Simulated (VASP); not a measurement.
# Mo (I4/mmm) in VASP: a series of runs

Mo is run at these levels: PBE; tasks: single point.

Everything below comes from runs of VASP 6.6.1. Logs are shortened: lines on timing, memory, paths and dates and some standing lists are left out, and cuts for length are marked.

## 1. The cell of the first run

It takes space group I4/mmm (No. 139, tetragonal). The conventional cell has a = 2.964 Å, b = 2.964 Å, c = 3.869 Å, α = 90.00°, β = 90.00°, γ = 90.00°. Mo (site symmetry 4/mmm) has 12 Mo at 2.85 to 2.96 Å within 3.8 Å.

## 2. Single point, PBE (strain +0.040 along x and y, -0.040 along z)

INCAR

```
  PREC = Accurate
  ENCUT = 520
  EDIFF = 1E-6
  ISMEAR = 0
  SIGMA = 0.15
  LREAL = F
  LASPH = T
  NELM = 80
  ALGO = Fast
  ISIF = 2
  LWAVE = F
  LCHARG = F
  GGA = PE
  NBANDS = 13
```

KPOINTS

```
Automatic mesh
0
Gamma
  20 20 20
```

POSCAR

```
Mo
1.0
    0.0000000000      2.0956000000      1.9344000000
    2.0956000000      0.0000000000      1.9344000000
    2.0956000000      2.0956000000      0.0000000000
Mo
1
Direct
    0.0000000000      0.0000000000      0.0000000000
```

Potentials or basis: VASP PAW PBE potentials, release 64 (Mo_sv).

On the command line:

```console
cat potpaw_PBE.64/Mo_sv/POTCAR > POTCAR
mpirun -np 1 vasp_std > vasp.out
```

OUTCAR:

```text
PREC = Accurate
   ENCUT = 520
   EDIFF = 1E-6
   ISMEAR = 0
   LREAL = F
   LASPH = T
   NELM = 80
   ISIF = 2
   GGA = PE

 ion  position               nearest neighbor table
   1  0.000  0.000  0.000-

  LATTYP: Found a body centered tetragonal cell.
 ALAT       =     2.9636259413
 C/A-ratio  =     1.3054279037

  Lattice vectors:

 A1 = (   0.0000000000,  -2.0956000000,  -1.9344000000)
 A2 = (   0.0000000000,   2.0956000000,  -1.9344000000)
 A3 = (   2.0956000000,   0.0000000000,   1.9344000000)

Analysis of symmetry for initial positions (statically):
=====================================================================
 Subroutine PRICEL returns:
 Original cell was already a primitive cell.

 Routine SETGRP: Setting up the symmetry group for a
 body centered tetragonal supercell.

 Subroutine GETGRP returns: Found 16 space group operations
 (whereof 16 operations were pure point group operations)
 out of a pool of 16 trial point group operations.

The static configuration has the point symmetry D_4h.

Analysis of symmetry for dynamics (positions and initial velocities):
=====================================================================
 Subroutine PRICEL returns:
 Original cell was already a primitive cell.

 Routine SETGRP: Setting up the symmetry group for a
 body centered tetragonal supercell.

 Subroutine GETGRP returns: Found 16 space group operations
 (whereof 16 operations were pure point group operations)
 out of a pool of 16 trial point group operations.

The dynamic configuration has the point symmetry D_4h.

 Subroutine INISYM returns: Found 16 space group operations
 (whereof 16 operations are pure point group operations),
 and found     1 'primitive' translations

----------------------------------------------------------------------------------------

                                     Primitive cell

  volume of cell :      16.9900

  direct lattice vectors                    reciprocal lattice vectors
     0.000000000  2.095600000  1.934400000    -0.238595152  0.238595152  0.258478081
     2.095600000  0.000000000  1.934400000     0.238595152 -0.238595152  0.258478081
     2.095600000  2.095600000  0.000000000     0.238595152  0.238595152 -0.258478081

  length of vectors
     2.851919129  2.851919129  2.963625941     0.425048481  0.425048481  0.425048481

  position of ions in fractional coordinates (direct lattice)
     0.000000000  0.000000000  0.000000000

  ion indices of the primitive-cell ions
   primitive index   ion index
                 1           1

----------------------------------------------------------------------------------------

 KPOINTS: Automatic mesh

Automatic generation of k-mesh.
 Grid dimensions read from file:
 generate k-points for:   20   20   20

 Generating k-lattice:

  Cartesian coordinates                     Fractional coordinates (reciprocal lattice)
    -0.011929758  0.011929758  0.012923904     0.050000000  0.000000000  0.000000000
     0.011929758 -0.011929758  0.012923904     0.000000000  0.050000000  0.000000000
     0.011929758  0.011929758 -0.012923904    -0.000000000 -0.000000000  0.050000000

  Length of vectors
     0.021252424  0.021252424  0.021252424

  Shift w.r.t. Gamma in fractional coordinates (k-lattice)
     0.000000000  0.000000000  0.000000000

 Subroutine IBZKPT returns following result:
 ===========================================

 Found    641 irreducible k-points:

 Following reciprocal coordinates:
            Coordinates               Weight
  0.000000  0.000000  0.000000      1.000000
  0.050000  0.000000  0.000000      8.000000
  0.100000 -0.000000  0.000000      8.000000
  0.150000  0.000000  0.000000      8.000000
  0.200000 -0.000000  0.000000      8.000000
  0.250000 -0.000000  0.000000      8.000000
[... 16 lines left out ...]
 -0.400000  0.050000  0.000000      8.000000
 -0.350000  0.050000  0.000000      8.000000
 [... further k-points ...]
   k-points           NKPTS =    641   k-points in BZ     NKDIM =    641   number of bands    NBANDS=     13
   number of dos      NEDOS =    301   number of ions     NIONS =      1
   total plane-waves  NPLWV =  13824
   dimension x,y,z NGX =    24 NGY =   24 NGZ =   24
   dimension x,y,z NGXF=    48 NGYF=   48 NGZF=   48
   ions per type =               1
   NGX,Y,Z   is equivalent  to a cutoff of  13.99, 13.99, 13.46 a.u.
   NGXF,Y,Z  is equivalent  to a cutoff of  27.98, 27.98, 26.93 a.u.
 SYSTEM =  unknown system
   PREC   = accura    normal or accurate (medium, high low for compatibility)
   ISTART =      0    job   : 0-new  1-cont  2-samecut
   ICHARG =      2    charge: 1-file 2-atom 10-const
   ISPIN  =      1    spin polarized calculation?
   LNONCOLLINEAR =      F non collinear calculations
   LSORBIT =      F    spin-orbit coupling
   LASPH  =      T    aspherical Exc in radial PAW
   ENCUT  =  520.0 eV  38.22 Ry    6.18 a.u.   5.30  5.30  5.51*2*pi/ulx,y,z
   NELM   =     80;   NELMIN=  2; NELMDL= -5     # of ELM steps
   EDIFF  = 0.1E-05   stopping-criterion for ELM
   LREAL  =      F    real-space projection
   EDIFFG = 0.1E-04   stopping-criterion for IOM
   NSW    =      0    number of steps for IOM
   IBRION =     -1    ionic relax: 0-MD 1-quasi-New 2-CG
   NFREE  =      0    steps in history (QN), initial steepest desc. (CG)
   ISIF   =      2    stress and relaxation
   ISYM   =      2    0-nonsym 1-usesym 2-fastsym
   POTIM  = 0.5000    time-step for ionic-motion
   TEBEG  =    0.0;   TEEND  =   0.0 temperature during run
   PSTRESS=    0.0 pullay stress
   NELECT =      14.0000    total number of electrons
   NUPDOWN=      -1.0000    fix difference up-down
   EMIN   =  10.00;   EMAX   =-10.00  energy-range for DOS
   EFERMI =   0.00;   METHOD = LEGACY
   ISMEAR =     0;   SIGMA  =   0.15  broadening in eV -4-tet -1-fermi 0-gaus
   EFERMI_NEDOS =   21; number of points for ismear=-14 and -15
   IALGO  =     68    algorithm
   IMIX   =      4    mixing-type and parameters
     AMIX     =   0.40;   BMIX     =  1.00
     AMIX_MAG =   1.60;   BMIX_MAG =  1.00
  volume/ion in A,a.u.               =      16.99       114.65
  Fermi-wavevector in a.u.,A,eV,Ry     =   1.534805  2.900361 32.050236  2.355626
  Thomas-Fermi vector in A             =   2.641682
   LORBIT       =      0    0 simple, 1 ext, 2 COOP (PROOUT), +10 PAW based schemes
   GGA     = PE    functional components
   LHFCALC =     F    Hartree Fock is set to
   AEXX    =    0.0000 exact exchange contribution
   IVDW    =     0    specifies the selected vdW correction
   LEPSILON=     F    determine dielectric tensor
   LRPA    =     F    only Hartree local field effects (RPA)
 non-spin polarized calculation
 RMM-DIIS sequential band-by-band and
 Gauss-broadening in eV      SIGMA  =   0.15
  energy-cutoff  :      520.00
  volume of cell :       16.99
 maximum number of plane-waves:       483
 NGX is ok and might be reduce to    24
   NGX = 11   NGY = 11   NGZ = 11

 number of electron      14.0000001 magnetization

 Free energy of the ion-electron system (eV)
  ---------------------------------------------------
  ext. energy  EPLUGINS =         0.00000000
  ---------------------------------------------------
  free energy    TOTEN  =       -10.52788639 eV

  energy without entropy =      -10.51238213  energy(sigma->0) =      -10.52013426

 E-fermi :  11.0241     XC(G=0): -12.9124

 val. band max:       11.0126130818   @ k =  -0.3000   0.0000   0.0500
 cond. band min:      11.0279986319   @ k =   0.4500   0.3000   0.0500
 fundamental gap:      0.0153855501
 Fermi energy:        11.0241482121

 k-point     1 :       0.0000    0.0000    0.0000
  band No.  band energies     occupation
      1     -49.8726      2.00000
      2     -23.3357      2.00000
      3     -23.3357      2.00000
      4     -23.2992      2.00000
      5       4.3576      2.00000
      6      10.0138      2.00000
      7      10.0138      2.00000
      8      10.8700      1.85384
      9      12.0966      0.00000
     10      13.2086      0.00000
     11      24.0613      0.00000
     12      28.1331      0.00000
     13      28.1331      0.00000

 k-point     2 :       0.0500    0.0000    0.0000
  band No.  band energies     occupation
      1     -49.8683      2.00000
      2     -23.3568      2.00000
      3     -23.3407      2.00000
      4     -23.3080      2.00000
      5       4.4540      2.00000
      6       9.9957      2.00000
      7      10.0556      2.00000
      8      10.8646      1.86759
      9      12.0765      0.00000
     10      13.1644      0.00000
     11      24.2419      0.00000
     12      27.9746      0.00000
     13      28.2974      0.00000

 k-point     3 :       0.1000   -0.0000    0.0000
  band No.  band energies     occupation
      1     -49.8559      2.00000
      2     -23.4324      2.00000
      3     -23.3552      2.00000
      4     -23.3189      2.00000
      5       4.7335      2.00000
      6       9.9190      2.00000
      7      10.1612      2.00000
      8      10.8836      1.81498
      9      12.0419      0.00000
     10      13.0509      0.00000
     11      24.7419      0.00000
     12      27.3867      0.00000
     13      28.7793      0.00000
[... 305 lines left out ...]
 k-point    23 :      -0.4000    0.0500    0.0000
  band No.  band energies     occupation
      1     -49.7061      2.00000
      2     -24.3167      2.00000
      3     -23.5205      2.00000
      4     -23.4192      2.00000
      5       6.6922      2.00000
      6       9.7685      2.00000
      7      10.5117      2.00000
      8      11.5077      0.00001
      9      14.2515      0.00000
     10      14.4426      0.00000
     11      21.9243      0.00000
     12      24.2752      0.00000
     13      30.1713      0.00000

 k-point    24 :      -0.3500    0.0500    0.0000
  band No.  band energies     occupation
      1     -49.7243      2.00000
      2     -24.2124      2.00000
      3     -23.4971      2.00000
      4     -23.4147      2.00000
      5       6.7091      2.00000
      6       9.8926      2.00000
      7      10.5046      2.00000
      8      10.9183      1.68180
      9      13.6735      0.00000
     10      14.1279      0.00000
     11      22.7435      0.00000
     12      25.0415      0.00000
     13      30.8045      0.00000

 [... further k-points ...]

------------------------ aborting loop because EDIFF is reached ----------------------------------------

  FORCE on cell =-STRESS in cart. coord.  units (eV):
  Direction    XX          YY          ZZ          XY          YZ          ZX
  --------------------------------------------------------------------------------------
  -------------------------------------------------------------------------------------
  Total       -0.7550698     -0.7550698     -2.3147617      0.0000000     -0.0000000      0.0000000
  in kB      -71.2040376    -71.2040376   -218.2849592      0.0000000     -0.0000000      0.0000000
  external PRESSURE =    -120.2310114 kB  Pullay stress =       0.0000000 kB

 VOLUME and BASIS-vectors are now :
 -----------------------------------------------------------------------------
  energy-cutoff  :      520.00
  volume of cell :       16.99
      direct lattice vectors                 reciprocal lattice vectors
     0.000000000  2.095600000  1.934400000    -0.238595152  0.238595152  0.258478081
     2.095600000  0.000000000  1.934400000     0.238595152 -0.238595152  0.258478081
     2.095600000  2.095600000  0.000000000     0.238595152  0.238595152 -0.258478081

 POSITION                                       TOTAL-FORCE (eV/Angst)
 -----------------------------------------------------------------------------------
      0.00000      0.00000      0.00000         0.000000      0.000000      0.000000
 -----------------------------------------------------------------------------------
    total drift:                               -0.000000      0.000000      0.000000

  FREE ENERGIE OF THE ION-ELECTRON SYSTEM (eV)
  ---------------------------------------------------
  free  energy   TOTEN  =       -10.5278863949 eV

  energy  without entropy=      -10.5123821324  energy(sigma->0) =      -10.52013426
```

Wall time 37 s (1 thread of Intel Xeon 6975P-C (Granite Rapids), shared host); peak memory 0.25 GiB.

What came out:

```
Free energy            : -10.5279 eV
Pressure               : -12.0 GPa
Band gap on the k mesh : zero (band 7 reaches 14.53 eV, above the bottom of band 8 at 10.31 eV)
```

Levels at points of the mesh, in eV from the Fermi level:
```csv
k point,band 4,band 5,band 6,band 7,band 8,band 9,band 10,band 11
"(0.00, 0.00, 0.00)",-34.32,-6.67,-1.01,-1.01,-0.15,1.07,2.18,13.04
"(0.50, 0.00, 0.00)",-34.42,-4.46,-1.41,-0.38,1.27,3.27,3.84,10.17
"(0.50, 0.50, 0.00)",-34.84,-4.71,-4.17,3.50,4.12,4.12,4.63,11.12
"(0.50, 0.00, 0.50)",-34.62,-4.68,-3.95,3.08,3.45,3.64,4.44,11.76
```

Caveat: the cell differs from its parent crystal (strain +0.040 along x and y, -0.040 along z).

## 3. Single point, PBE (strain +0.080 along x and y, -0.080 along z)

INCAR

```
SYSTEM = Mo
  PREC = Accurate
  ENCUT = 520
  EDIFF = 1E-6
  ISMEAR = 0
  SIGMA = 0.15
  LREAL = .FALSE.
  LASPH = .TRUE.
  NELM = 60
  ALGO = Fast
  ISIF = 2
  LWAVE = .FALSE.
  LCHARG = .TRUE.
  GGA = PE
  LELF = .TRUE.
  LVHAR = .TRUE.
  NBANDS = 13
```

KPOINTS

```
regular mesh
0
G
  20 20 20
  0 0 0
```

POSCAR

```
Mo
1.0
    0.0000000000      2.1762000000      1.8538000000
    2.1762000000      0.0000000000      1.8538000000
    2.1762000000      2.1762000000      0.0000000000
Mo
1
Direct
    0.0000000000      0.0000000000      0.0000000000
```

Potentials or basis: VASP PAW PBE potentials, release 64 (Mo_sv).

On the command line:

```console
cat potpaw_PBE.64/Mo_sv/POTCAR > POTCAR
mpirun -np 1 vasp_std > vasp.out
```

Run time: 39 s. Hardware: 1 thread of Intel Xeon 6975P-C (Granite Rapids), shared host; peak memory 0.25 GiB.

The run converged. Its results:

```yaml
Free_energy: -10.5858 eV
Pressure: -18.7 GPa
Band_gap_on_the_k_mesh: zero (band 7 reaches 13.90 eV, above the bottom of band 8 at 9.96 eV)
```

Stress tensor (GPa, compression positive):
```
-11.08   0.00   0.00
  0.00 -11.08   0.00
  0.00   0.00 -34.05
```

Levels at points of the mesh, in eV from the Fermi level:
| k point | band 3 | band 4 | band 5 | band 6 | band 7 | band 8 | band 9 | band 10 | band 11 | band 12 |
| --- | --- | --- | --- | --- | --- | --- | --- | --- | --- | --- |
| (0.00, 0.00, 0.00) | -34.66 | -34.64 | -6.73 | -1.29 | -1.29 | 0.24 | 0.27 | 2.09 | 13.14 | 16.07 |
| (0.50, 0.00, 0.00) | -34.89 | -34.68 | -4.51 | -1.98 | 0.05 | 1.06 | 2.60 | 3.71 | 9.63 | 12.19 |
| (0.50, 0.50, 0.00) | -35.17 | -35.17 | -4.66 | -4.28 | 3.18 | 3.67 | 3.67 | 5.39 | 9.95 | 9.95 |
| (0.50, 0.00, 0.50) | -35.02 | -34.80 | -4.65 | -3.76 | 2.30 | 2.80 | 2.87 | 4.17 | 11.29 | 11.39 |

Caveat: the cell differs from its parent crystal (strain +0.080 along x and y, -0.080 along z).

(Part 1 of 2 ends here.)
